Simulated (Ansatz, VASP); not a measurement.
CoSn in VASP and in Ansatz

File INCAR:

```
PREC = Accurate
ENCUT = 520
EDIFF = 1E-6
ISMEAR = 0
SIGMA = 0.15
LREAL = F
LASPH = T
NELM = 60
ALGO = Fast
ISIF = 2
LWAVE = F
LCHARG = T
GGA = PE
LELF = T
LVHAR = T
NBANDS = 44
```

The input KPOINTS:

```
regular mesh
0
Gamma
  12 12 12
```

The input POSCAR:

```
CoSn
1.0
    5.2965850026      0.0000000000      0.0000000000
   -2.6482925013      4.5869771655      0.0000000000
    0.0000000000      0.0000000000      4.2937419890
Co Sn
3 3
Direct
    0.0000000000      0.5000000000      0.0000000000
    0.5000000000      0.5000000000      0.0000000000
    0.5000000000      0.0000000000      0.0000000000
    0.6666666667      0.3333333333      0.5000000000
    0.3333333333      0.6666666667      0.5000000000
    0.0000000000      0.0000000000      0.0000000000
```

Input for Ansatz:

```yaml
crystal:
  lattice:
    - [5.2965850026, 0.0, 0.0]
    - [-2.6482925013, 4.5869771655, 0.0]
    - [0.0, 0.0, 4.293741989]
  atoms:
    - { symbol: Co, position: [0.0, 0.5, 0.0] }
    - { symbol: Co, position: [0.5, 0.5, 0.0] }
    - { symbol: Co, position: [0.5, 0.0, 0.0] }
    - { symbol: Sn, position: [0.6666666667, 0.3333333333, 0.5] }
    - { symbol: Sn, position: [0.3333333333, 0.6666666667, 0.5] }
    - { symbol: Sn, position: [0.0, 0.0, 0.0] }
basis:
  ecutwfc: 420
kpoints:
  mp_grid: { grid: [12, 12, 12] }
hamiltonian:
  xc: pbe
scf:
  occupations: { method: gaussian, width: 0.15 }
output:
  forces: true
  stress: true
  eigenvalues: true
```

Change from the starting cell: strain +0.0150 x Voigt [0, 0, 1, 0, 0, 0], atoms carried along.

Alike in both runs: task single point; functional PBE; k mesh 12 × 12 × 12; occupations gaussian, width 0.15 eV; no spin polarisation.

|  | VASP | Ansatz |
| --- | --- | --- |
| version | VASP 6.6.1 | Ansatz 0.2.0 |
| potentials or method | VASP PAW PBE potentials, release 64 (Co, Sn_d), cutoff 520 eV | scalar-relativistic, plane waves, PAW |
| valence electrons in the cell | 69 | 93 |

|  | VASP | Ansatz | Ansatz less VASP |
| --- | --- | --- | --- |
| gap on the k mesh at the Fermi level (eV) | none | none | - |
| pressure (GPa) | -1.8 | -1.8 | +0.05 |
| traceless stress, the component that is largest in VASP (GPa) | -1.62 | -1.56 | +0.061 |

A gap of «none» marks a metal or a gap that the smearing closes. VASP's potentials hold 69 valence electrons a cell and Ansatz's 93, so a difference there can come from the potentials and not from the codes.
